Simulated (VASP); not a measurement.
Crystal: Ga3Sb.

```
Ga Sb
1.0
     3.39001    0.00000    0.00000
     0.00000    5.33976    0.00000
     0.00000    0.00000    5.67480
Ga Sb
3 1
Direct
  0.50000 0.00000 0.79860
  0.50000 0.00000 0.20140
  0.50000 0.00000 0.50000
  0.50000 0.50000 0.00000
```

- Program: VASP 6.6.1
- Task: relaxation of cell and atoms
- Functional: PBE
- Potentials or basis: VASP PAW PBE potentials, release 64 (Ga_d, Sb)
- Cutoff: 600 eV
- k mesh: 6 × 4 × 4
- Occupations: gaussian, width 0.1 eV
- Spin: no spin polarisation

At the start: pressure 43.6 GPa; volume 25.68 Å³/atom.

How do energy, volume and symmetry change on relaxing?

Over 40 steps the energy falls by 2863.8 meV/atom and the volume is 29.65 Å³/atom (+15.4 %); space group Pmmm (No. 47, to 0.05 Å).

Step by step:
| step | energy change (eV) | largest force (eV/Å) | pressure (GPa) | volume (Å³) |
| --- | --- | --- | --- | --- |
| 1 | 0.0000 | 22.7668 | 43.61 | 102.72 |
| 2 | 9489.9351 | 74508.9142 | 3429.75 | 203.74 |
| 3 | 51.2427 | 174.1043 | 108.10 | 102.82 |
| 4 | 33.3223 | 156.7977 | 106.36 | 102.77 |
| 5 | 29.5949 | 156.7563 | 104.06 | 102.75 |
| 6 | 29.5795 | 156.6616 | 104.02 | 102.74 |
| 7 | 29.5719 | 156.6154 | 104.04 | 102.73 |
| 8 | 29.5681 | 156.5938 | 104.00 | 102.73 |
| 9 | 29.5663 | 156.5829 | 104.01 | 102.73 |
| 10 | 29.5654 | 156.5750 | 104.01 | 102.72 |
| 11 | 29.5649 | 156.5723 | 104.01 | 102.72 |
| 12 | 29.5647 | 156.5717 | 104.00 | 102.72 |
| 13 | 29.5646 | 156.5717 | 104.00 | 102.72 |
| 14 | 29.5645 | 156.5717 | 104.00 | 102.72 |
| 15 | 29.5645 | 156.5718 | 104.00 | 102.72 |
| 16 | 29.5645 | 156.5719 | 104.00 | 102.72 |
| 17 | 29.5645 | 156.5720 | 104.00 | 102.72 |
| 18 | 29.5645 | 156.5720 | 104.00 | 102.72 |
| 19 | 29.5645 | 156.5721 | 104.00 | 102.72 |
| 20 | -8.1830 | 6.5024 | 14.71 | 112.56 |
| 21 | -8.5472 | 4.4099 | 13.14 | 113.20 |
| 22 | -9.0283 | 1.1849 | 10.82 | 114.46 |
| 23 | -9.3310 | 2.8413 | 8.36 | 116.98 |
| 24 | -9.3287 | 3.1708 | 8.18 | 117.27 |
| 25 | -9.5941 | 2.6182 | 6.90 | 118.39 |
| 26 | -10.1962 | 1.3680 | 3.58 | 121.73 |
| 27 | -10.7802 | 0.0436 | -0.19 | 128.29 |
| 28 | -10.8777 | 0.3694 | -1.24 | 131.35 |
| 29 | -10.9524 | 0.5433 | -2.35 | 137.36 |
| 30 | -10.9604 | 0.5156 | -2.71 | 139.41 |
| 31 | -11.0353 | 0.4601 | -2.67 | 137.27 |
| 32 | -11.2476 | 0.3887 | -2.29 | 130.85 |
| 33 | -11.4044 | 0.2614 | 0.77 | 118.18 |
| 34 | -11.4255 | 0.3038 | -0.50 | 121.95 |
| 35 | -11.4268 | 0.2855 | -0.26 | 121.14 |
| 36 | -11.4367 | 0.2514 | -0.19 | 120.50 |
| 37 | -11.4491 | 0.1972 | 0.04 | 119.07 |
| 38 | -11.4503 | 0.1777 | 0.14 | 118.46 |
| 39 | -11.4541 | 0.0898 | 0.12 | 118.53 |
| 40 | -11.4552 | 0.0272 | 0.08 | 118.59 |

Final structure:
```
Ga Sb
1.0
     2.85527    0.00000    0.00000
     0.00000    5.14362    0.00000
     0.00000    0.00000    8.07493
Ga Sb
3 1
Direct
  0.50000 0.00000 0.82904
  0.50000 0.00000 0.17096
  0.50000 0.00000 0.50000
  0.50000 0.50000 0.00000
```

Caveat: the volume moved by over 15 % at a fixed basis, so the end points are rough.
